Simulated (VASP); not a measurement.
Input of a VASP 6.6.1 run:

INCAR

```
ALGO = Normal ; EDIFF = 1E-6
ENCUT = 520 ; GGA = PE
ISIF = 2 ; ISMEAR = 0
LASPH = T ; LCHARG = T
LELF = T ; LREAL = F
LVHAR = T ; LWAVE = F
NBANDS = 26 ; NELM = 60
PREC = Accurate ; SIGMA = 0.1
```

The input KPOINTS:

```
k-points
0
Gamma
  6 6 4
```

POSCAR

```
Ca2BPb
1.0
    4.0319558670      0.0000000028      0.0000000000
   -2.0159779360      3.4917762063      0.0000000000
    0.0000000000      0.0000000000      8.2230982772
Ca B Pb
2 1 1
Direct
    0.3333333333      0.6666666667      0.7194054966
    0.3333333333      0.6666666667      0.2805945034
    0.6666666667      0.3333333333      0.0000000000
    0.0000000000      0.0000000000      0.0000000000
```

Potentials or basis: VASP PAW PBE potentials, release 64 (Ca_sv, B, Pb_d).

Run with:

```sh
$ cat potpaw_PBE.64/Ca_sv/POTCAR potpaw_PBE.64/B/POTCAR potpaw_PBE.64/Pb_d/POTCAR > POTCAR
$ mpirun -np 1 vasp_std > vasp.out
```

**Question.** What does it give for the largest force?

**Answer.** 0.011 eV/Å.

**Question.** What does it give for the pressure?

**Answer.** 0.0 GPa.

**Question.** Estimate the band gap on the k mesh.

**Answer.** Zero (an odd number of electrons rules out a gap without spin polarisation).

Forces in eV/Å, atoms in the order of the input:
```
Ca   0.000  0.000 -0.011
Ca   0.000  0.000  0.011
B    0.000  0.000  0.000
Pb   0.000  0.000  0.000
```

Caveat: spin-orbit coupling is left out, which moves the levels of the heavy elements.
